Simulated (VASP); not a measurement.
# PdPt2: single point with PBE

The system is PdPt2.

```
Pd Pt
1.0
     4.01019    0.00000    0.00000
     0.00000    4.01019    0.00000
     0.00000    0.00000    3.49280
Pd Pt
1 2
Direct
  0.00000 0.00000 0.50000
  0.00000 0.50000 0.50000
  0.50000 0.00000 0.50000
```

```json
{
 "Program": "VASP 6.6.1",
 "Task": "single point",
 "Functional": "PBE",
 "Potentials or basis": "VASP PAW PBE potentials, release 64 (Pd_sv_GW, Pt_sv_GW)",
 "Cutoff": "540 eV",
 "k mesh": "4 × 4 × 6",
 "Occupations": "gaussian, width 0.1 eV",
 "Spin": "no spin polarisation",
 "Dipole correction": "no",
 "Second run": "valence_matched",
 "Further INCAR settings": "ALGO = Normal; EDIFF = 1e-06; NBANDS = 34"
}
```

```json
{
  "Pressure": "124.1 GPa",
  "Band gap on the k mesh": "zero (band 27 reaches 8.09 eV, above the bottom of band 28 at 6.15 eV)"
}
```

Stress tensor (GPa, compression positive):
```
188.28   0.00   0.00
  0.00 188.28   0.00
  0.00   0.00  -4.15
```

Levels at points of the mesh, in eV from the Fermi level:
| k point | band 23 | band 24 | band 25 | band 26 | band 27 | band 28 | band 29 | band 30 | band 31 | band 32 |
| --- | --- | --- | --- | --- | --- | --- | --- | --- | --- | --- |
| (0.00, 0.00, 0.00) | -1.53 | -1.17 | 0.58 | 0.69 | 0.69 | 1.78 | 2.91 | 2.91 | 5.82 | 10.44 |
| (0.50, 0.00, 0.00) | -3.37 | -2.41 | -2.31 | -2.07 | -0.67 | -0.09 | 0.69 | 7.18 | 8.69 | 9.19 |
| (0.50, 0.50, 0.00) | -3.44 | -3.25 | -3.25 | -3.03 | -1.73 | -1.25 | 0.91 | 1.01 | 1.01 | 12.21 |
| (0.00, 0.00, 0.50) | -1.16 | -1.05 | -0.11 | 0.58 | 0.58 | 0.60 | 2.48 | 4.97 | 4.97 | 7.22 |
| (0.50, 0.00, 0.50) | -2.64 | -2.24 | -1.34 | -0.53 | -0.07 | 0.55 | 0.58 | 1.81 | 3.73 | 10.21 |
| (0.50, 0.50, 0.50) | -3.69 | -3.27 | -1.50 | -1.43 | -1.43 | 1.14 | 2.60 | 2.60 | 2.86 | 4.33 |

It took 33 s on 1 thread of Intel(R) Xeon(R) 6975P-C (Granite Rapids) (shared host), peak memory 0.2 GiB.

Caveat: the k points lie up to 0.39 Å⁻¹ apart; spin-orbit coupling is left out, which moves the levels of the heavy elements.
